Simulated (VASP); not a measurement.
# Mo: single point with PBEsol

Mo:

```
CELL_PARAMETERS angstrom
0.00000 1.85380 2.09560
1.85380 0.00000 2.09560
1.85380 1.85380 0.00000
ATOMIC_POSITIONS crystal
Mo 0.00000 0.00000 0.00000
```

This cell differs from its parent crystal: strain -0.080 along x and y, +0.040 along z.

```yaml
Program: VASP 6.6.1
Task: single point
Functional: PBEsol
Potentials_or_basis: VASP PAW PBE potentials, release 64 (Mo_sv)
Cutoff: 520 eV
k_mesh: 20 × 20 × 20
Occupations: gaussian, width 0.15 eV
Spin: no spin polarisation
Dipole_correction: no
Further_INCAR_settings: ALGO = Normal; EDIFF = 1e-06; NBANDS = 13
```

```yaml
Pressure: 24.5 GPa
Band_gap_on_the_k_mesh: zero (band 7 reaches 17.63 eV, above the bottom of band 8 at 12.83 eV)
```

Stress tensor (GPa, compression positive):
```
21.73  0.00  0.00
 0.00 21.73  0.00
 0.00  0.00 29.97
```

Levels at points of the mesh, in eV from the Fermi level:
```
           k point  band 5  band 6  band 7  band 8  band 9  band 10
(0.00, 0.00, 0.00)   -7.29   -2.20   -0.43   -0.43    0.57     3.15
(0.50, 0.00, 0.00)   -5.43   -2.15   -0.43    1.79    3.99     4.79
(0.50, 0.50, 0.00)   -5.80   -5.05    2.84    4.61    4.98     4.98
(0.50, 0.00, 0.50)   -6.04   -5.20    4.04    4.04    5.37     6.14
```

Wall time 28 s on 1 thread of Intel(R) Xeon(R) 6975P-C (Granite Rapids) (shared host), peak memory 0.23 GiB.

Caveat: the cell differs from its parent crystal (strain -0.080 along x and y, +0.040 along z); the PAW data sets were made with another functional, which shifts forces and pressure a little.
